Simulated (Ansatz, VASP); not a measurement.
One calculation of ScAl3, two programs

```
Sc Al
1.0
     4.10533    0.00000    0.00000
     0.00000    4.10533    0.00000
     0.00000    0.00000    4.10533
Sc Al
1 3
Direct
  0.00000 0.00000 0.00000
  0.39666 0.10334 0.50000
  0.00000 0.50000 0.50000
  0.50000 0.50000 0.00000
```

Alike in both runs: task single point; functional PBE; k mesh 12 × 12 × 12; occupations gaussian, width 0.15 eV; no spin polarisation.

|  | VASP | Ansatz |
| --- | --- | --- |
| version | VASP 6.6.1 | Ansatz 0.2.0 |
| potentials or method | VASP PAW PBE potentials, release 64 (Sc_sv, Al), cutoff 520 eV | scalar-relativistic, plane waves, PAW |
| valence electrons in the cell | 20 | 20 |

Ansatz gave:

```
gap on the k mesh at the Fermi level (eV)                     : none
pressure (GPa)                                                : 6.7
traceless stress, the component that is largest in VASP (GPa) : -6.08
rms of the force components (eV/Å)                            : 1.592
```

Q: What did VASP give for the same quantities?

A: gap on the k mesh at the Fermi level (eV): none; pressure (GPa): 6.8; traceless stress, the component that is largest in VASP (GPa): -6.08; rms of the force components (eV/Å): 1.594.

Atom by atom the forces differ by 0.003 eV/Å (rms over components). A gap of «none» marks a metal or a gap that the smearing closes.
